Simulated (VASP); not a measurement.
# Fe (P6_3/mmc) in VASP: a series of runs, part 2 of 2

VASP 6.6.1. Earlier steps stand in the parts before.

**3. Single point, r2SCAN, collinear spin, ferromagnetic start**

This run uses another cell than the first one, of 10.05 Å³/atom.

File POSCAR:

```
Fe
1.0
    2.4502783040      0.0000000000      0.0000000000
   -1.2251391521      2.1220032576      0.0000000000
    0.0000000000      0.0000000000      3.8673784861
Fe
2
Direct
    0.6666666667      0.3333333333      0.7500000000
    0.3333333333      0.6666666667      0.2500000000
```

File INCAR.step1:

```
SYSTEM = Fe
PREC = Accurate
ENCUT = 660
ISMEAR = -1
SIGMA = 0.05
LREAL = .FALSE.
LASPH = .TRUE.
NELM = 200
ISPIN = 2
MAGMOM = 3 3
LMAXMIX = 4
NBANDS = 19
GGA = PE
ALGO = Normal
EDIFF = 1E-5
LWAVE = .TRUE.
LCHARG = .FALSE.
GGA_COMPAT = .FALSE.
```

File INCAR.step2:

```
SYSTEM = Fe
PREC = Accurate
ENCUT = 660
EDIFF = 1E-6
ISMEAR = -1
SIGMA = 0.05
LREAL = .FALSE.
LASPH = .TRUE.
NELM = 200
ALGO = Normal
ISIF = 2
LWAVE = .FALSE.
LCHARG = .FALSE.
ISPIN = 2
MAGMOM = 3 3
LORBIT = 11
LMAXMIX = 4
METAGGA = R2SCAN
LMIXTAU = .TRUE.
NBANDS = 19
ISTART = 1
GGA_COMPAT = .FALSE.
```

File KPOINTS:

```
Automatic mesh
0
G
  12 12 7
  0 0 0
```

Potentials or basis: VASP PAW PBE potentials, release 64 (Fe).

Started as:

```bash
cat potpaw_PBE.64/Fe/POTCAR > POTCAR
cp INCAR.step1 INCAR
mpirun -np 1 vasp_std > vasp.out
cp INCAR.step2 INCAR
mpirun -np 1 vasp_std > vasp.out
```

It took 3.3 min on 1 thread of Intel Xeon Platinum 8259CL at 2.50GHz (Skylake/Cascade Lake), shared host; peak memory 0.21 GiB.

The run converged. Its results:

```
Free energy                                           : -27.3905 eV
Pressure                                              : -5.5 GPa
Band gap on the k mesh                                : zero (filled and empty bands overlap)
Net moment                                            : 0.00 μB per cell
Valence electrons inside the program's atomic spheres : Fe 7.56
```

Stress tensor (GPa, compression positive):
```
-5.82  0.00  0.00
 0.00 -5.82  0.00
 0.00  0.00 -4.85
```

Levels at points of the mesh, in eV from the Fermi level:
Spin up:
```tsv
k point	band 6	band 7	band 8	band 9	band 10	band 11
(0.00, 0.00, 0.00)	-1.26	-1.26	-0.92	-0.92	0.44	0.72
(0.50, 0.00, 0.00)	-1.64	-1.12	0.83	1.07	1.10	2.76
```
Spin down:
| k point | band 5 | band 6 | band 7 | band 8 | band 9 | band 10 | band 11 | band 12 |
| --- | --- | --- | --- | --- | --- | --- | --- | --- |
| (0.00, 0.00, 0.00) | -1.59 | -1.26 | -1.26 | -0.92 | -0.92 | 0.44 | 0.72 | 0.72 |
| (0.50, 0.00, 0.00) | -2.09 | -1.64 | -1.12 | 0.83 | 1.07 | 1.10 | 2.76 | 5.04 |

Caveat: the cell stands under tension; the moments typed at the start vanished in this run; the PAW data sets were made with another functional, which shifts forces and pressure a little.

**4. Single point, b88 exchange, pbe correlation, collinear spin, ferromagnetic start**

This run uses another cell than the first one, of 10.45 Å³/atom.

File INCAR:

```
ALGO = Normal ; EDIFF = 1E-6
ENCUT = 690 ; GGA = LIBXC
GGA_COMPAT = F ; ISIF = 2
ISMEAR = -1 ; ISPIN = 2
LASPH = T ; LCHARG = F
LIBXC1 = GGA_X_B88 ; LIBXC2 = GGA_C_PBE
LMAXMIX = 4 ; LORBIT = 11
LREAL = F ; LWAVE = F
MAGMOM = 3 3 ; NBANDS = 27
NELM = 200 ; PREC = Accurate
SIGMA = 0.05
```

File KPOINTS:

```
k-points
0
Gamma
  12 12 7
```

File POSCAR:

```
Fe
1.0
    2.4818982858      0.0000000000      0.0000000000
   -1.2409491429      2.1493869651      0.0000000000
    0.0000000000      0.0000000000      3.9172856485
Fe
2
Direct
    0.6666666667      0.3333333333      0.7500000000
    0.3333333333      0.6666666667      0.2500000000
```

Potentials or basis: VASP PAW PBE potentials, release 64 (Fe_sv).

Started as:

```bash
cat potpaw_PBE.64/Fe_sv/POTCAR > POTCAR
mpirun -np 1 vasp_std > vasp.out
```

OUTCAR:

```text
EDIFF = 1E-6
   ENCUT = 690
   GGA = LIBXC
   ISIF = 2
   ISMEAR = -1
   ISPIN = 2
   LASPH = T
   LORBIT = 11
   LREAL = F
   NELM = 200
   PREC = Accurate

 ion  position               nearest neighbor table
   1  0.667  0.333  0.750-   2 2.43   2 2.43   2 2.43   2 2.43   2 2.43   2 2.43
   2  0.333  0.667  0.250-   1 2.43   1 2.43   1 2.43   1 2.43   1 2.43   1 2.43

  LATTYP: Found a hexagonal cell.
 ALAT       =     2.4818982858
 C/A-ratio  =     1.5783425416

  Lattice vectors:

[... 1660 lines left out ...]
  external PRESSURE =     -85.9859043 kB  Pullay stress =       0.0000000 kB

 VOLUME and BASIS-vectors are now :
 -----------------------------------------------------------------------------
  energy-cutoff  :      690.00
  volume of cell :       20.90
      direct lattice vectors                 reciprocal lattice vectors
     2.481898286  0.000000000  0.000000000     0.402917398  0.232624468  0.000000000
    -1.240949143  2.149386965  0.000000000     0.000000000  0.465248937  0.000000000
     0.000000000  0.000000000  3.917285649     0.000000000  0.000000000  0.255278805

 POSITION                                       TOTAL-FORCE (eV/Angst)
 -----------------------------------------------------------------------------------
      1.24095      0.71646      2.93796         0.000000      0.000000      0.000000
     -0.00000      1.43292      0.97932        -0.000000     -0.000000      0.000000
 -----------------------------------------------------------------------------------
    total drift:                               -0.000000      0.000000     -0.000000

  FREE ENERGIE OF THE ION-ELECTRON SYSTEM (eV)
  ---------------------------------------------------
  free  energy   TOTEN  =       -16.3636733912 eV

  energy  without entropy=      -16.3425044910  energy(sigma->0) =      -16.35308894

 total charge

# of ion       s       p       d       tot
------------------------------------------
    1        2.202   6.050   5.541  13.792
    2        2.202   6.050   5.541  13.792
--------------------------------------------------
tot          4.404  12.100  11.081  27.585

 magnetization (x)

# of ion       s       p       d       tot
------------------------------------------
    1        0.000  -0.000  -0.001  -0.001
    2        0.000  -0.000  -0.001  -0.001
--------------------------------------------------
tot          0.000  -0.000  -0.002  -0.002
```

OSZICAR:

```text
N       E                     dE             d eps       ncg     rms          rms(c)
DAV:   1     0.740299631614E+03    0.74030E+03   -0.22761E+04  8304   0.244E+03
DAV:   2     0.336450207985E+02   -0.70665E+03   -0.67949E+03  8226   0.736E+02
DAV:   3    -0.159985482883E+02   -0.49644E+02   -0.48677E+02  8956   0.248E+02
DAV:   4    -0.175112610554E+02   -0.15127E+01   -0.15118E+01  9703   0.522E+01
DAV:   5    -0.175788357083E+02   -0.67575E-01   -0.67572E-01  9615   0.111E+01    0.214E+01
DAV:   6    -0.161523065174E+02    0.14265E+01   -0.96068E+00  8864   0.632E+01    0.103E+01
DAV:   7    -0.161329667479E+02    0.19340E-01   -0.13384E+00  9051   0.242E+01    0.734E+00
DAV:   8    -0.162230179737E+02   -0.90051E-01   -0.41256E-02 11532   0.303E+00    0.390E+00
DAV:   9    -0.162942698146E+02   -0.71252E-01   -0.24233E-02 11496   0.200E+00    0.306E+00
DAV:  10    -0.163623888476E+02   -0.68119E-01   -0.56575E-02 11089   0.366E+00    0.354E-01
DAV:  11    -0.163636275265E+02   -0.12387E-02   -0.88456E-03 10407   0.112E+00    0.157E-01
DAV:  12    -0.163636382223E+02   -0.10696E-04   -0.31184E-04 10100   0.278E-01    0.109E-01
DAV:  13    -0.163636707322E+02   -0.32510E-04   -0.50422E-05  9711   0.123E-01    0.309E-02
DAV:  14    -0.163636726603E+02   -0.19281E-05   -0.90782E-06  9920   0.493E-02    0.239E-02
DAV:  15    -0.163636733912E+02   -0.73085E-06   -0.17520E-06  6250   0.234E-02
   1 F= -.16363673E+02 E0= -.16353089E+02  d E =-.211689E-01  mag=    -0.0019
```

Run time: 87 s. Hardware: 1 thread of Intel Xeon Platinum 8375C at 2.90GHz (Ice Lake), shared host; peak memory 0.22 GiB.

What came out:

- Free energy: -16.3637 eV
- Pressure: -8.6 GPa
- Band gap on the k mesh: zero (filled and empty bands overlap)
- Net moment: 0.00 μB per cell
- Valence electrons inside the program's atomic spheres: Fe 13.79

Stress tensor (GPa, compression positive):
```
-8.90  0.00  0.00
 0.00 -8.90  0.00
 0.00  0.00 -7.99
```

Caveat: the cell stands under tension; the moments typed at the start vanished in this run; the PAW data sets were made with another functional, which shifts forces and pressure a little.
